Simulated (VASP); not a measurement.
Wanted: the native input for a VASP 6.6.1 run.

```
Task                   : relaxation of cell and atoms
Functional             : LDA
Potentials or basis    : VASP PAW LDA potentials, release 64 (Pb_d)
Cutoff                 : 600 eV
k mesh                 : 20 × 20 × 20
Occupations            : fermi-dirac, width 0.08 eV
Spin                   : no spin polarisation
Target pressure        : 7 GPa
Dipole correction      : no
Further INCAR settings : ALGO = Normal; EDIFF = 1e-06; IBRION = 2; EDIFFG = -0.002; NSW = 100; ISIF = 3
```

The structure of Pb lies in POSCAR:

```
Pb
1.0
    0.0000000000      2.4405922672      2.4405922672
    2.4405922672      0.0000000000      2.4405922672
    2.4405922672      2.4405922672      0.0000000000
Pb
1
Direct
    0.0000000000      0.0000000000      0.0000000000
```

One way to write it, as run:

INCAR

```
SYSTEM = Pb
  PREC = Accurate
  ENCUT = 600
  EDIFF = 1E-6
  ISMEAR = -1
  SIGMA = 0.08
  LREAL = .FALSE.
  LASPH = .TRUE.
  NELM = 100
  ALGO = Normal
  ISIF = 3
  LWAVE = .FALSE.
  LCHARG = .FALSE.
  GGA = CA
  IBRION = 2
  NSW = 100
  EDIFFG = -0.002
  PSTRESS = 70.0
```

KPOINTS

```
Automatic mesh
0
G
  20 20 20
  0 0 0
```

Potentials or basis: VASP PAW LDA potentials, release 64 (Pb_d).

Run with:

```bash
$ cat potpaw_LDA.64/Pb_d/POTCAR > POTCAR
$ mpirun -np 1 vasp_std > vasp.out
```

Results of the run:

```yaml
Relaxed_volume: 26.25 Å³/atom
Relaxed_cell: a = 3.336 Å, b = 3.336 Å, c = 3.336 Å, α = 60.00°, β = 60.00°, γ = 60.00°
Space_group_after_relaxing_to_0.1_Å: Fm-3m (No. 225)
Energy_change_on_relaxing_the_run_minimises_the_enthalpy: +57.3 meV/atom
Ionic_steps: 8
Pressure_after_relaxing: 7.0 GPa
Band_gap_on_the_k_mesh: zero (bands 7 and 8 overlap by 10.47 eV)
```

Caveat: the cell is relaxed towards a set pressure, so the run minimises the enthalpy, not the energy; spin-orbit coupling is left out, which moves the levels of the heavy elements.

Run time: 2.1 min on 1 thread of Intel(R) Xeon(R) 6975P-C (Granite Rapids), on a shared host, peak memory 0.23 GiB.
